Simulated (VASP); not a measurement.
The system is Bi.

```
CELL_PARAMETERS angstrom
3.55798 0.00000 0.00000
-1.77899 3.08130 0.00000
0.00000 0.00000 11.62037
ATOMIC_POSITIONS crystal
Bi 0.00000 0.00000 0.00000
Bi 0.00000 0.00000 0.50000
Bi 0.33333 0.66667 0.25000
Bi 0.66667 0.33333 0.75000
```

This isn't the form of Bi at room conditions, which is rhombohedral.

```yaml
Program: VASP 6.6.1
Task: relaxation of cell and atoms
Functional: BLYP
Potentials_or_basis: VASP PAW PBE potentials, release 64 (Bi_d)
Cutoff: 500 eV
k_mesh: 10 × 10 × 3
Occupations: fermi-dirac, width 0.1 eV
Spin: no spin polarisation
```

At the start: pressure 3.9 GPa; volume 31.85 Å³/atom.

Q: How do energy, volume and symmetry change on relaxing?

A: Over 6 steps the energy falls by 32.0 meV/atom and the volume is 34.49 Å³/atom (+8.3 %); space group P6_3/mmc (No. 194, to 0.1 Å) before and after.

The path:
```csv
step,energy change (eV),largest force (eV/Å),pressure (GPa),volume (Å³)
1,0.0000,0.0000,3.87,127.40
2,-0.1059,0.0000,-1.18,142.09
3,-0.1206,0.0000,-0.05,137.94
4,-0.1206,0.0000,-0.12,138.15
5,-0.1247,0.0000,-0.09,138.10
6,-0.1280,0.0000,0.00,137.97
```

Final structure:
```yaml
crystal:
  lattice:
    - [3.61039, 0.00000, 0.00000]
    - [-1.80519, 3.12669, 0.00000]
    - [0.00000, 0.00000, 12.22257]
  atoms:
    - { symbol: Bi, position: [0.00000, 0.00000, 0.00000] }
    - { symbol: Bi, position: [0.00000, 0.00000, 0.50000] }
    - { symbol: Bi, position: [0.33333, 0.66667, 0.25000] }
    - { symbol: Bi, position: [0.66667, 0.33333, 0.75000] }
```

Caveat: the PAW data sets were made with another functional, which shifts forces and pressure a little.
